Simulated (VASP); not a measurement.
## ZnSe: single point with LDA

The system is ZnSe.

```
Zn Se
1.0
     0.00000    2.78376    2.78376
     2.78376    0.00000    2.78376
     2.78376    2.78376    0.00000
Zn Se
1 1
Direct
  0.00000 0.00000 0.00000
  0.25000 0.25000 0.25000
```

```json
{
 "Program": "VASP 6.6.1",
 "Task": "single point",
 "Functional": "LDA",
 "Potentials or basis": "VASP PAW LDA potentials, release 64 (Zn, Se)",
 "Cutoff": "520 eV",
 "k mesh": "8 × 8 × 8",
 "Occupations": "gaussian, width 0.02 eV",
 "Spin": "no spin polarisation"
}
```

The pressure is 0.4 GPa and the band gap on the k mesh is 1.29 eV, direct.

Levels at points of the mesh, in eV from the valence-band top:
```tsv
k point	band 6	band 7	band 8	band 9	band 10	band 11	band 12	band 13
(0.00, 0.00, 0.00)	-6.48	0.00	0.00	0.00	1.29	5.68	5.68	5.68
(0.50, 0.00, 0.00)	-6.30	-5.64	-0.96	-0.96	2.47	6.27	6.27	8.49
(0.50, 0.50, 0.00)	-6.28	-5.07	-2.40	-2.40	2.69	3.31	10.93	11.46
```

Run time: 17 s on 1 thread of Intel(R) Xeon(R) Platinum 8375C CPU @ 2.90GHz (Ice Lake), on a shared host, peak memory 0.16 GiB.
